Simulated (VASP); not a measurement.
Write the native input for VASP 6.6.1 that does the following.

| Item | Value |
| --- | --- |
| Task | single point |
| Functional | PBE |
| Potentials or basis | VASP PAW PBE potentials, release 64 (Ti_sv, Al, Ni) |
| Cutoff | 520 eV |
| k mesh | 4 × 4 × 6 |
| Occupations | gaussian, width 0.1 eV |
| Spin | no spin polarisation |
| Dipole correction | no |
| Further INCAR settings | ALGO = Fast; EDIFF = 1e-06; NBANDS = 39 |

The structure of Ti3Al4Ni lies in POSCAR:

```
Ti3Al4Ni
1.0
    5.8200008000      0.0000000000      0.0000000000
    0.0000000000      5.8200008000      0.0000000000
    0.0000000000      0.0000000000      3.6196499000
Ti Al Ni
3 4 1
Direct
    0.0000000000      0.0000000000      0.5000000000
    0.0000000000      0.5000000000      0.5000000000
    0.5000000000      0.0000000000      0.5000000000
    0.7314970000      0.7314970000      0.0000000000
    0.7314970000      0.2685030000      0.0000000000
    0.2685030000      0.7314970000      0.0000000000
    0.2685030000      0.2685030000      0.0000000000
    0.5000000000      0.5000000000      0.5000000000
```

These files were run (other wordings do the same):

INCAR

```
PREC     = Accurate       # precision mode
ENCUT    = 520            # plane-wave cutoff, eV
EDIFF    = 1E-6           # SCF threshold, eV
ISMEAR   = 0              # smearing method
SIGMA    = 0.1            # smearing width, eV
LREAL    = False          # projectors in reciprocal space
LASPH    = True           # aspherical terms in the spheres
NELM     = 100            # most SCF steps
ALGO     = Fast           # electronic algorithm
ISIF     = 2              # what is computed and relaxed
LWAVE    = False          # write WAVECAR
LCHARG   = False          # write CHGCAR
GGA      = PE             # functional
NBANDS   = 39             # bands
```

KPOINTS

```
Automatic mesh
0
Gamma
  4 4 6
```

Potentials or basis: VASP PAW PBE potentials, release 64 (Ti_sv, Al, Ni).

Run with:

```console
$ cat potpaw_PBE.64/Ti_sv/POTCAR potpaw_PBE.64/Al/POTCAR potpaw_PBE.64/Ni/POTCAR > POTCAR
$ mpirun -np 1 vasp_std > vasp.out
```

It gave:

* Pressure: -0.1 GPa
* Largest force: 0.009 eV/Å
* Band gap on the k mesh: zero (bands 29 and 30 overlap by 0.94 eV)

Run time: 2.2 min on 1 thread of Intel(R) Xeon(R) 6975P-C (Granite Rapids), on a shared host, peak memory 0.31 GiB.
